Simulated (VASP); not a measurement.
**InP: single point with PBE**

The system is InP, a slab with vacuum.

```
In P
1.0
     3.91760    0.00000    0.00000
     0.00000    3.91760    0.00000
     0.00000    0.00000   23.31048
In P
4 4
Direct
  0.50000 0.50000 0.32174
  0.00000 0.00000 0.44058
  0.50000 0.50000 0.55942
  0.00000 0.00000 0.67826
  0.00000 0.00000 0.32174
  0.50000 0.50000 0.44058
  0.00000 0.00000 0.55942
  0.50000 0.50000 0.67826
```

```
Program             : VASP 6.6.1
Task                : single point
Functional          : PBE
Potentials or basis : VASP PAW PBE potentials, release 64 (In_d, P)
Cutoff              : 520 eV
k mesh              : 9 × 9 × 1
Occupations         : gaussian, width 0.1 eV
Spin                : no spin polarisation
```

The largest force is 0.288 eV/Å and the band gap on the k mesh is zero (bands 36 and 37 overlap by 1.49 eV).

Forces on the atoms (eV/Å):
```
In   0.000  0.000  0.288
In   0.000  0.000 -0.251
In   0.000  0.000  0.251
In   0.000  0.000 -0.288
P    0.000  0.000 -0.063
P    0.000  0.000  0.138
P    0.000  0.000 -0.138
P    0.000  0.000  0.063
```

Levels at points of the mesh, in eV from the Fermi level:
| k point | band 34 | band 35 | band 36 | band 37 | band 38 | band 39 |
| --- | --- | --- | --- | --- | --- | --- |
| (0.00, 0.00, 0.00) | -0.93 | -0.93 | -0.41 | -0.41 | -0.27 | 1.24 |

Run time: 9.8 min on 1 thread of Intel(R) Xeon(R) Platinum 8488C (Sapphire Rapids), on a shared host, peak memory 0.47 GiB.

Caveat: spin-orbit coupling is left out, which moves the levels of the heavy elements.
